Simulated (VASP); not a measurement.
A run of VASP 6.6.1 is set up as follows.

Contents of INCAR:

```
SYSTEM = BeCu2SnS4
ALGO = Normal ; EDIFF = 1E-6
ENCUT = 520 ; GGA = PE
ISIF = 2 ; ISMEAR = 0
LASPH = .True. ; LCHARG = .False.
LREAL = .False. ; LWAVE = .False.
NBANDS = 41 ; NELM = 100
PREC = Accurate ; SIGMA = 0.01
```

File KPOINTS:

```
k-points
0
Gamma
  6 6 6
  0 0 0
```

Contents of POSCAR:

```
BeCu2SnS4
1.0
   -2.7248668165      2.7248668165      5.3648529589
    2.7248668165     -2.7248668165      5.3648529589
    2.7248668165      2.7248668165     -5.3648529589
Cu Be Sn S
2 1 1 4
Direct
    0.0000000000      0.0000000000      0.0000000000
    0.7500000000      0.2500000000      0.5000000000
    0.2500000000      0.7500000000      0.5000000000
    0.5000000000      0.5000000000      0.0000000000
    0.1148369022      0.6403415557      1.0307157947
    0.3596584443      0.3903742390      0.4744953464
    0.6096257610      0.0841211075     -0.0307157947
    0.9158788925      0.8851630978      0.5255046536
```

Potentials or basis: VASP PAW PBE potentials, release 64 (Cu, Be, Sn_d, S).

Launch:

```console
$ cat potpaw_PBE.64/Cu/POTCAR potpaw_PBE.64/Be/POTCAR potpaw_PBE.64/Sn_d/POTCAR potpaw_PBE.64/S/POTCAR > POTCAR
$ mpirun -np 1 vasp_std > vasp.out
```

Question: What does it give for the pressure?

Answer: -3.8 GPa.

Question: Predict the largest force.

Answer: 0.140 eV/Å.

Question: What does it give for the band gap on the k mesh?

Answer: 0.29 eV.

Forces on the atoms (eV/Å):
```
Cu   0.000  0.000  0.000
Cu   0.000  0.000  0.000
Be   0.000  0.000  0.000
Sn   0.000  0.000  0.000
S   -0.076  0.088  0.077
S    0.088  0.076 -0.077
S    0.076 -0.088  0.077
S   -0.088 -0.076 -0.077
```

Caveat: the cell stands under tension; semilocal functionals underestimate gaps, and a narrow one can read as zero; spin-orbit coupling is left out, which moves the levels of the heavy elements. A k mesh can miss the band edges.
